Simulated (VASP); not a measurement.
Here is a VASP 6.6.1 calculation.

Contents of INCAR:

```
ALGO     = Normal         # electronic algorithm
EDIFF    = 1E-6           # SCF threshold, eV
ENCUT    = 600            # plane-wave cutoff, eV
GGA      = PE             # functional
GGA_COMPAT= F            
ISIF     = 2              # what is computed and relaxed
ISMEAR   = 0              # smearing method
LASPH    = T              # aspherical terms in the spheres
LCHARG   = F              # write CHGCAR
LREAL    = F              # projectors in reciprocal space
LWAVE    = F              # write WAVECAR
NBANDS   = 19             # bands
NELM     = 120            # most SCF steps
PREC     = Accurate       # precision mode
SIGMA    = 0.01           # smearing width, eV
```

Contents of KPOINTS:

```
k-points
0
Gamma
  4 4 4
```

POSCAR

```
CaF2
1.0
    0.0000000000      2.6380051846      2.6380051846
    2.6380051846      0.0000000000      2.6380051846
    2.6380051846      2.6380051846      0.0000000000
Ca F
1 2
Direct
    0.0000000000      0.0000000000      0.0000000000
    0.2500000000      0.2500000000      0.2500000000
    0.7500000000      0.7500000000      0.7500000000
```

Potentials or basis: VASP PAW PBE potentials, release 64 (Ca_sv, F).

Launch:

```console
$ cat potpaw_PBE.64/Ca_sv/POTCAR potpaw_PBE.64/F/POTCAR > POTCAR
$ mpirun -np 1 vasp_std > vasp.out
```

Question: What does it give for the band gap on the k mesh?

Answer: 7.92 eV, indirect (least direct gap 8.19 eV).

Question: Estimate the pressure.

Answer: 14.0 GPa.

Caveat: the k points lie up to 0.52 Å⁻¹ apart; the cell differs from its parent crystal (strain -3.0%). A k mesh can miss the band edges.
